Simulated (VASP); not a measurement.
# Sc (P6_3/mmc) in VASP: single point with PBE

Aim: the single point of Sc with PBE.

Program: VASP 6.6.1. These are calculated values, not measurements. Logs are shortened: lines on timing, memory, paths and dates and some standing lists are left out, and cuts for length are marked.

## Step 1: The cell of the first run

The structure is hexagonal, space group P6_3/mmc (No. 194). The conventional cell has a = 3.320 Å, b = 3.320 Å, c = 5.163 Å, α = 90.00°, β = 90.00°, γ = 120.00°. Sc (site symmetry -6m2) has 12 Sc at 3.22 to 3.32 Å within 4.2 Å.

## Step 2: Single point, PBE

The input, INCAR:

```
  PREC = Accurate
  ENCUT = 520
  EDIFF = 1E-6
  ISMEAR = 0
  SIGMA = 0.15
  LREAL = False
  LASPH = True
  NELM = 100
  ALGO = Fast
  ISIF = 2
  LWAVE = False
  LCHARG = False
  GGA = PE
  NBANDS = 18
```

The input, KPOINTS:

```
Automatic mesh
0
Gamma
  15 15 10
```

The input, POSCAR:

```
Sc
1.0
    3.3195022292      0.0000000000      0.0000000000
   -1.6597511146      2.8747732584      0.0000000000
    0.0000000000      0.0000000000      5.1626334843
Sc
2
Direct
    0.3333333333      0.6666666667      0.2500000000
    0.6666666667      0.3333333333      0.7500000000
```

Potentials or basis: VASP PAW PBE potentials, release 64 (Sc_sv).

Launch:

```sh
$ cat potpaw_PBE.64/Sc_sv/POTCAR > POTCAR
$ mpirun -np 1 vasp_std > vasp.out
```

OUTCAR:

```text
PREC = Accurate
   ENCUT = 520
   EDIFF = 1E-6
   ISMEAR = 0
   LREAL = False
   LASPH = True
   NELM = 100
   ISIF = 2
   GGA = PE

 ion  position               nearest neighbor table
   1  0.333  0.667  0.250-   2 3.22   2 3.22   2 3.22   2 3.22   2 3.22   2 3.22
   2  0.667  0.333  0.750-   1 3.22   1 3.22   1 3.22   1 3.22   1 3.22   1 3.22

  LATTYP: Found a hexagonal cell.
 ALAT       =     3.3195022292
 C/A-ratio  =     1.5552432648

  Lattice vectors:

 A1 = (   3.3195022292,   0.0000000000,   0.0000000000)
 A2 = (  -1.6597511146,   2.8747732584,   0.0000000000)
 A3 = (   0.0000000000,   0.0000000000,   5.1626334843)

Analysis of symmetry for initial positions (statically):
=====================================================================
 Subroutine PRICEL returns:
 Original cell was already a primitive cell.

 Routine SETGRP: Setting up the symmetry group for a
 hexagonal supercell.

 Subroutine GETGRP returns: Found 24 space group operations
 (whereof 12 operations were pure point group operations)
 out of a pool of 24 trial point group operations.

The static configuration has the point symmetry D_3d.
 The point group associated with its full space group is D_6h.

Analysis of symmetry for dynamics (positions and initial velocities):
=====================================================================
 Subroutine PRICEL returns:
 Original cell was already a primitive cell.

 Routine SETGRP: Setting up the symmetry group for a
 hexagonal supercell.

 Subroutine GETGRP returns: Found 24 space group operations
 (whereof 12 operations were pure point group operations)
 out of a pool of 24 trial point group operations.

The dynamic configuration has the point symmetry D_3d.
 The point group associated with its full space group is D_6h.

 Subroutine INISYM returns: Found 24 space group operations
 (whereof 12 operations are pure point group operations),
 and found     1 'primitive' translations

----------------------------------------------------------------------------------------

                                     Primitive cell

  volume of cell :      49.2661

  direct lattice vectors                    reciprocal lattice vectors
     3.319502229  0.000000000  0.000000000     0.301249986  0.173926760  0.000000000
    -1.659751115  2.874773258  0.000000000     0.000000000  0.347853521  0.000000000
     0.000000000  0.000000000  5.162633484     0.000000000  0.000000000  0.193699592

  length of vectors
     3.319502229  3.319502229  5.162633484     0.347853521  0.347853521  0.193699592

  position of ions in fractional coordinates (direct lattice)
     0.333333333  0.666666667  0.250000000
     0.666666667  0.333333333  0.750000000

  ion indices of the primitive-cell ions
   primitive index   ion index
                 1           1
                 2           2

----------------------------------------------------------------------------------------

 KPOINTS: Automatic mesh

Automatic generation of k-mesh.
 Grid dimensions read from file:
 generate k-points for:   15   15   10

 Generating k-lattice:

  Cartesian coordinates                     Fractional coordinates (reciprocal lattice)
     0.020083332  0.011595117  0.000000000     0.066666667  0.000000000  0.000000000
     0.000000000  0.023190235  0.000000000     0.000000000  0.066666667  0.000000000
     0.000000000  0.000000000  0.019369959     0.000000000  0.000000000  0.100000000

  Length of vectors
     0.023190235  0.023190235  0.019369959

  Shift w.r.t. Gamma in fractional coordinates (k-lattice)
     0.000000000  0.000000000  0.000000000

 Subroutine IBZKPT returns following result:
 ===========================================

 Found    162 irreducible k-points:

 Following reciprocal coordinates:
            Coordinates               Weight
  0.000000  0.000000  0.000000      1.000000
  0.066667  0.000000  0.000000      6.000000
  0.133333  0.000000  0.000000      6.000000
  0.200000  0.000000  0.000000      6.000000
  0.266667  0.000000  0.000000      6.000000
  0.333333  0.000000  0.000000      6.000000
[... 16 lines left out ...]
  0.333333  0.200000  0.000000     12.000000
  0.400000  0.200000  0.000000      6.000000
 [... further k-points ...]
   k-points           NKPTS =    162   k-points in BZ     NKDIM =    162   number of bands    NBANDS=     18
   number of dos      NEDOS =    301   number of ions     NIONS =      2
   total plane-waves  NPLWV =  31360
   dimension x,y,z NGX =    28 NGY =   28 NGZ =   40
   dimension x,y,z NGXF=    56 NGYF=   56 NGZF=   80
   ions per type =               2
   NGX,Y,Z   is equivalent  to a cutoff of  14.02, 14.02, 12.88 a.u.
   NGXF,Y,Z  is equivalent  to a cutoff of  28.05, 28.05, 25.76 a.u.
 SYSTEM =  unknown system
   PREC   = accura    normal or accurate (medium, high low for compatibility)
   ISTART =      0    job   : 0-new  1-cont  2-samecut
   ICHARG =      2    charge: 1-file 2-atom 10-const
   ISPIN  =      1    spin polarized calculation?
   LNONCOLLINEAR =      F non collinear calculations
   LSORBIT =      F    spin-orbit coupling
   LASPH  =      T    aspherical Exc in radial PAW
   ENCUT  =  520.0 eV  38.22 Ry    6.18 a.u.   6.17  6.17  9.60*2*pi/ulx,y,z
   NELM   =    100;   NELMIN=  2; NELMDL= -5     # of ELM steps
   EDIFF  = 0.1E-05   stopping-criterion for ELM
   LREAL  =      F    real-space projection
   EDIFFG = 0.1E-04   stopping-criterion for IOM
   NSW    =      0    number of steps for IOM
   IBRION =     -1    ionic relax: 0-MD 1-quasi-New 2-CG
   NFREE  =      0    steps in history (QN), initial steepest desc. (CG)
   ISIF   =      2    stress and relaxation
   ISYM   =      2    0-nonsym 1-usesym 2-fastsym
   POTIM  = 0.5000    time-step for ionic-motion
   TEBEG  =    0.0;   TEEND  =   0.0 temperature during run
   PSTRESS=    0.0 pullay stress
   NELECT =      22.0000    total number of electrons
   NUPDOWN=      -1.0000    fix difference up-down
   EMIN   =  10.00;   EMAX   =-10.00  energy-range for DOS
   EFERMI =   0.00;   METHOD = LEGACY
   ISMEAR =     0;   SIGMA  =   0.15  broadening in eV -4-tet -1-fermi 0-gaus
   EFERMI_NEDOS =   21; number of points for ismear=-14 and -15
   IALGO  =     68    algorithm
   IMIX   =      4    mixing-type and parameters
     AMIX     =   0.40;   BMIX     =  1.00
     AMIX_MAG =   1.60;   BMIX_MAG =  1.00
  volume/ion in A,a.u.               =      24.63       166.23
  Fermi-wavevector in a.u.,A,eV,Ry     =   1.251314  2.364641 21.303835  1.565788
  Thomas-Fermi vector in A             =   2.385268
   LORBIT       =      0    0 simple, 1 ext, 2 COOP (PROOUT), +10 PAW based schemes
   GGA     = PE    functional components
   LHFCALC =     F    Hartree Fock is set to
   AEXX    =    0.0000 exact exchange contribution
   IVDW    =     0    specifies the selected vdW correction
   LEPSILON=     F    determine dielectric tensor
   LRPA    =     F    only Hartree local field effects (RPA)
 non-spin polarized calculation
 RMM-DIIS sequential band-by-band and
 Gauss-broadening in eV      SIGMA  =   0.15
  energy-cutoff  :      520.00
  volume of cell :       49.27
 maximum number of plane-waves:      1345
 NGX is ok and might be reduce to    28
   NGX = 13   NGY = 13   NGZ = 19

 number of electron      21.9999995 magnetization

 Free energy of the ion-electron system (eV)
  ---------------------------------------------------
  ext. energy  EPLUGINS =         0.00000000
  ---------------------------------------------------
  free energy    TOTEN  =       -12.52131375 eV

  energy without entropy =      -12.47522632  energy(sigma->0) =      -12.49827004

 E-fermi :   3.6808     XC(G=0):  -9.8794

 val. band max:        3.6739711582   @ k =   0.3333   0.1333   0.4000
 cond. band min:       3.6816587776   @ k =   0.4000   0.1333   0.4000
 fundamental gap:      0.0076876194
 Fermi energy:         3.6808482854

 k-point     1 :       0.0000    0.0000    0.0000
  band No.  band energies     occupation
      1     -45.7335      2.00000
      2     -45.6619      2.00000
      3     -24.5645      2.00000
      4     -24.2220      2.00000
      5     -24.2220      2.00000
      6     -24.1548      2.00000
[... 10 lines left out ...]
     17       5.9877      0.00000
     18       5.9878      0.00000

 k-point     2 :       0.0667    0.0000    0.0000
  band No.  band energies     occupation
      1     -45.7314      2.00000
      2     -45.6612      2.00000
      3     -24.5587      2.00000
      4     -24.2330      2.00000
      5     -24.2259      2.00000
      6     -24.1664      2.00000
[... 10 lines left out ...]
     17       5.9095      0.00000
     18       5.9280      0.00000

 k-point     3 :       0.1333    0.0000    0.0000
  band No.  band energies     occupation
      1     -45.7254      2.00000
      2     -45.6594      2.00000
      3     -24.5417      2.00000
      4     -24.2642      2.00000
      5     -24.2366      2.00000
      6     -24.1989      2.00000
[... 10 lines left out ...]
     17       5.8957      0.00000
     18       5.9689      0.00000

 k-point     4 :       0.2000    0.0000    0.0000
  band No.  band energies     occupation
      1     -45.7164      2.00000
      2     -45.6569      2.00000
      3     -24.5152      2.00000
      4     -24.3106      2.00000
      5     -24.2519      2.00000
      6     -24.2457      2.00000
[... 10 lines left out ...]
     17       6.1534      0.00000
     18       6.2514      0.00000

 k-point     5 :       0.2667    0.0000    0.0000
  band No.  band energies     occupation
      1     -45.7055      2.00000
      2     -45.6546      2.00000
      3     -24.4816      2.00000
      4     -24.3645      2.00000
      5     -24.2979      2.00000
      6     -24.2689      2.00000
[... 10 lines left out ...]
     17       6.4714      0.00000
     18       6.6043      0.00000

 k-point     6 :       0.3333    0.0000    0.0000
  band No.  band energies     occupation
      1     -45.6943      2.00000
      2     -45.6532      2.00000
      3     -24.4444      2.00000
      4     -24.4165      2.00000
      5     -24.3465      2.00000
      6     -24.2847      2.00000
[... 10 lines left out ...]
     17       6.8663      0.00000
     18       6.9794      0.00000

 k-point     7 :       0.4000    0.0000    0.0000
  band No.  band energies     occupation
      1     -45.6845      2.00000
      2     -45.6531      2.00000
      3     -24.4573      2.00000
      4     -24.4090      2.00000
      5     -24.3837      2.00000
      6     -24.2969      2.00000
[... 10 lines left out ...]
     17       7.3474      0.00000
     18       7.3892      0.00000

 k-point     8 :       0.4667    0.0000    0.0000
  band No.  band energies     occupation
      1     -45.6783      2.00000
      2     -45.6538      2.00000
      3     -24.4797      2.00000
      4     -24.4038      2.00000
      5     -24.3847      2.00000
      6     -24.3034      2.00000
[... 10 lines left out ...]
     17       7.6074      0.00000
     18       7.7704      0.00000
[... 229 lines left out ...]
     17       7.3091      0.00000
     18       7.6961      0.00000

 k-point    20 :       0.4000    0.1333    0.0000
  band No.  band energies     occupation
      1     -45.6750      2.00000
      2     -45.6545      2.00000
      3     -24.4675      2.00000
      4     -24.3935      2.00000
      5     -24.3714      2.00000
      6     -24.3243      2.00000
[... 10 lines left out ...]
     17       7.4627      0.00000
     18       7.7367      0.00000

 k-point    21 :       0.2000    0.2000    0.0000
  band No.  band energies     occupation
      1     -45.6914      2.00000
      2     -45.6530      2.00000
      3     -24.4346      2.00000
      4     -24.3867      2.00000
      5     -24.3787      2.00000
      6     -24.2797      2.00000
[... 10 lines left out ...]
     17       6.9575      0.00000
     18       7.3414      0.00000

 k-point    22 :       0.2667    0.2000    0.0000
  band No.  band energies     occupation
      1     -45.6818      2.00000
      2     -45.6532      2.00000
      3     -24.4232      2.00000
      4     -24.3993      2.00000
      5     -24.3887      2.00000
      6     -24.3062      2.00000
[... 10 lines left out ...]
     17       7.3166      0.00000
     18       7.7083      0.00000

 k-point    23 :       0.3333    0.2000    0.0000
  band No.  band energies     occupation
      1     -45.6740      2.00000
      2     -45.6548      2.00000
      3     -24.4479      2.00000
      4     -24.3871      2.00000
      5     -24.3672      2.00000
      6     -24.3333      2.00000
[... 10 lines left out ...]
     17       7.4778      0.00000
     18       7.5844      0.00000

 k-point    24 :       0.4000    0.2000    0.0000
  band No.  band energies     occupation
      1     -45.6705      2.00000
      2     -45.6560      2.00000
      3     -24.4566      2.00000
      4     -24.3821      2.00000
      5     -24.3515      2.00000
      6     -24.3475      2.00000
[... 10 lines left out ...]
     17       7.4754      0.00000
     18       7.5905      0.00000

 [... further k-points ...]

------------------------ aborting loop because EDIFF is reached ----------------------------------------

  FORCE on cell =-STRESS in cart. coord.  units (eV):
  Direction    XX          YY          ZZ          XY          YZ          ZX
  --------------------------------------------------------------------------------------
  -------------------------------------------------------------------------------------
  Total        0.0223096      0.0223096      0.0520548      0.0000000      0.0000000     -0.0000000
  in kB        0.7255288      0.7255288      1.6928682      0.0000000      0.0000000     -0.0000000
  external PRESSURE =       1.0479752 kB  Pullay stress =       0.0000000 kB

 VOLUME and BASIS-vectors are now :
 -----------------------------------------------------------------------------
  energy-cutoff  :      520.00
  volume of cell :       49.27
      direct lattice vectors                 reciprocal lattice vectors
     3.319502229  0.000000000  0.000000000     0.301249986  0.173926760  0.000000000
    -1.659751115  2.874773258  0.000000000     0.000000000  0.347853521  0.000000000
     0.000000000  0.000000000  5.162633484     0.000000000  0.000000000  0.193699592

 POSITION                                       TOTAL-FORCE (eV/Angst)
 -----------------------------------------------------------------------------------
     -0.00000      1.91652      1.29066        -0.000000     -0.000000      0.000000
      1.65975      0.95826      3.87198         0.000000      0.000000      0.000000
 -----------------------------------------------------------------------------------
    total drift:                               -0.000000      0.000000     -0.000000

  FREE ENERGIE OF THE ION-ELECTRON SYSTEM (eV)
  ---------------------------------------------------
  free  energy   TOTEN  =       -12.5213137541 eV

  energy  without entropy=      -12.4752263218  energy(sigma->0) =      -12.49827004
```

Wall time 2.8 min (1 thread of Intel Xeon Platinum 8375C at 2.90GHz (Ice Lake), shared host); peak memory 0.26 GiB.

What came out:

| Quantity | Value |
| --- | --- |
| Free energy | -12.5213 eV |
| Pressure | 0.1 GPa |
| Band gap on the k mesh | zero (band 11 reaches 4.67 eV, above the bottom of band 12 at 3.18 eV) |

Stress tensor (GPa, compression positive):
```
0.07 0.00 0.00
0.00 0.07 0.00
0.00 0.00 0.17
```
